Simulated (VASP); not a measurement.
Write the native input for VASP 6.6.1 that does the following.

* Task: single point
* Functional: PBE
* Potentials or basis: VASP PAW PBE potentials, release 64 (Au)
* Cutoff: 520 eV
* k mesh: 15 × 15 × 14
* Occupations: fermi-dirac, width 0.08 eV
* Spin: no spin polarisation
* Dipole correction: no
* k mesh for the DOS: 23 × 23 × 21
* Occupations for the DOS: tetrahedron
* Further INCAR settings: ALGO = Normal; EDIFF = 1e-06; NBANDS = 12

Au:

```
Au
1.0
     2.82328    0.00000    0.00000
    -1.41164    2.44503    0.00000
     0.00000    0.00000    2.80245
Au
1
Direct
  0.00000 0.00000 0.00000
```

This isn't the form of Au at room conditions, which is fcc.

The input as run:

POSCAR

```
Au
1.0
    2.8232819446      0.0000000000      0.0000000000
   -1.4116409723      2.4450338860      0.0000000000
    0.0000000000      0.0000000000      2.8024459288
Au
1
Direct
    0.0000000000      0.0000000000      0.0000000000
```

INCAR.step1

```
SYSTEM = Au
ALGO = Normal ; EDIFF = 1E-6
ENCUT = 520 ; GGA = PE
ISIF = 2 ; ISMEAR = -1
LASPH = .True. ; LCHARG = .True.
LMAXMIX = 4 ; LREAL = .False.
LWAVE = .False. ; NBANDS = 12
NELM = 60 ; PREC = Accurate
SIGMA = 0.08
```

KPOINTS.step1

```
k-points
0
Gamma
  15 15 14
  0 0 0
```

INCAR.step2

```
SYSTEM = Au
ALGO = Normal ; EDIFF = 1E-6
ENCUT = 520 ; GGA = PE
ICHARG = 11 ; ISIF = 2
ISMEAR = -5 ; LASPH = .True.
LCHARG = .False. ; LMAXMIX = 4
LORBIT = 11 ; LREAL = .False.
LWAVE = .False. ; NBANDS = 12
NEDOS = 1001 ; NELM = 60
PREC = Accurate ; SIGMA = 0.08
```

KPOINTS.step2

```
k-points
0
Gamma
  23 23 21
  0 0 0
```

Potentials or basis: VASP PAW PBE potentials, release 64 (Au).

Command:

```bash
$ cat potpaw_PBE.64/Au/POTCAR > POTCAR
$ cp INCAR.step1 INCAR
$ cp KPOINTS.step1 KPOINTS
$ mpirun -np 1 vasp_std > vasp.out
$ cp INCAR.step2 INCAR
$ cp KPOINTS.step2 KPOINTS
$ mpirun -np 1 vasp_std > vasp.out
```

Results of the run:

```json
{
 "Valence electrons inside the program's atomic spheres": "Au 9.62"
}
```

Run time: 3.1 min on 1 thread of AMD EPYC 7R13, on a shared host, peak memory 0.23 GiB.
